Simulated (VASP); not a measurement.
# W: single point with PBE

The system is W.

```xyz
1
Lattice="-1.5757 1.5757 1.5757 1.5757 -1.5757 1.5757 1.5757 1.5757 -1.5757" Properties=species:S:1:pos:R:3 pbc="T T T"
W     0.0000    0.0000    0.0000
```

This cell differs from its parent crystal: volume scaled by 0.97.

```
Program                : VASP 6.6.1
Task                   : single point
Functional             : PBE
Potentials or basis    : VASP PAW PBE potentials, release 64 (W_sv)
Cutoff                 : 520 eV
k mesh                 : 18 × 18 × 18
Occupations            : gaussian, width 0.1 eV
Spin                   : no spin polarisation
Dipole correction      : no
Further INCAR settings : ALGO = Normal; EDIFF = 1e-06; NBANDS = 13
```

| Quantity | Value |
| --- | --- |
| Pressure | 10.5 GPa |
| Band gap on the k mesh | zero (band 7 reaches 16.89 eV, above the bottom of band 8 at 10.38 eV) |

Levels at points of the mesh, in eV from the Fermi level:
```
           k point  band 3  band 4  band 5  band 6  band 7  band 8  band 9  band 10  band 11  band 12
(0.00, 0.00, 0.00)  -37.70  -37.70   -9.70   -1.25   -1.25   -1.25    2.30     2.30    14.55    14.55
(0.50, 0.00, 0.00)  -38.14  -37.71   -6.36   -3.63    0.73    2.20    3.20     6.27    11.30    11.52
(0.50, 0.50, 0.50)  -38.64  -38.64   -5.93   -5.93    5.27    5.27    5.27     8.36     8.36     8.36
```

It took 15 s on 1 thread of AMD EPYC 9R45 96-Core Processor (Zen 5), on a shared host, peak memory 0.12 GiB.

Caveat: spin-orbit coupling is left out, which moves the levels of the heavy elements.
